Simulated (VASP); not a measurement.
**MgF2: relaxation of the atoms with r2SCAN**

Crystal: MgF2.

```
Mg F
1.0
     4.65656    0.00000    0.00000
     0.00000    4.65656    0.00000
     0.00000    0.00000    3.06955
Mg F
2 4
Cartesian
  0.0000 0.0000 0.0000
  2.3283 2.3283 1.5348
  1.4107 1.4107 0.0000
  0.9176 3.7390 1.5348
  3.2459 3.2459 0.0000
  3.7390 0.9176 1.5348
```

```json
{
 "Program": "VASP 6.6.1",
 "Task": "relaxation of the atoms",
 "Functional": "r2SCAN",
 "Potentials or basis": "VASP PAW PBE potentials, release 64 (Mg, F)",
 "Cutoff": "580 eV",
 "k mesh": "6 × 6 × 10",
 "Occupations": "fermi-dirac, width 0.02 eV",
 "Spin": "no spin polarisation",
 "Dipole correction": "no",
 "Further INCAR settings": "ALGO = Normal; EDIFF = 1e-07; IBRION = 2; EDIFFG = -0.01; NSW = 50"
}
```

```
Energy gained by relaxing : 0.1 meV/atom
Ionic steps               : 3
Pressure after relaxing   : -3.5 GPa
Band gap on the k mesh    : 7.87 eV
```

Stress tensor (GPa, compression positive):
```
-3.40  0.00  0.00
 0.00 -3.40  0.00
 0.00  0.00 -3.82
```

Step by step:
| step | energy change (eV) | largest force (eV/Å) | pressure (GPa) |
| --- | --- | --- | --- |
| 1 | 0.0000 | 0.0419 | -3.59 |
| 2 | -0.0003 | 0.0200 | -3.56 |
| 3 | -0.0003 | 0.0013 | -3.54 |

Final structure:
```cif
data_structure
_symmetry_space_group_name_H-M 'P 1'
_symmetry_Int_Tables_number 1
_cell_length_a 4.6566
_cell_length_b 4.6566
_cell_length_c 3.0695
_cell_angle_alpha 90.000
_cell_angle_beta 90.000
_cell_angle_gamma 90.000
_cell_volume 66.56
loop_
_atom_site_label
_atom_site_type_symbol
_atom_site_fract_x
_atom_site_fract_y
_atom_site_fract_z
_atom_site_occupancy
Mg1 Mg 0.00000 0.00000 0.00000 1
Mg2 Mg 0.50000 0.50000 0.50000 1
F1 F 0.30351 0.30351 0.00000 1
F2 F 0.19649 0.80351 0.50000 1
F3 F 0.69649 0.69649 0.00000 1
F4 F 0.80351 0.19649 0.50000 1
```

Levels at points of the mesh, in eV from the valence-band top:
```tsv
k point	band 12	band 13	band 14	band 15	band 16	band 17	band 18	band 19	band 20
(0.00, 0.00, 0.00)	-1.20	-0.72	-0.31	-0.31	0.00	7.87	13.11	13.11	14.65
(0.50, 0.00, 0.00)	-1.34	-0.96	-0.96	-0.37	-0.37	10.29	10.29	14.38	14.38
(0.50, 0.50, 0.00)	-1.25	-0.92	-0.92	-0.76	-0.76	12.06	12.06	12.09	12.09
(0.00, 0.00, 0.50)	-1.39	-1.11	-1.11	-0.84	-0.84	12.68	12.68	15.90	15.90
(0.50, 0.00, 0.50)	-1.32	-0.72	-0.72	-0.65	-0.65	13.60	13.60	14.35	14.35
(0.50, 0.50, 0.50)	-1.36	-0.60	-0.60	-0.48	-0.48	14.14	14.14	14.31	14.31
```

Run time: 5 min on 4 MPI ranks on Intel(R) Xeon(R) Platinum 8375C CPU @ 2.90GHz (Ice Lake), on a shared host, peak memory 0.24 GiB a rank.

Caveat: the PAW data sets were made with another functional, which shifts forces and pressure a little. A k mesh can miss the band edges.
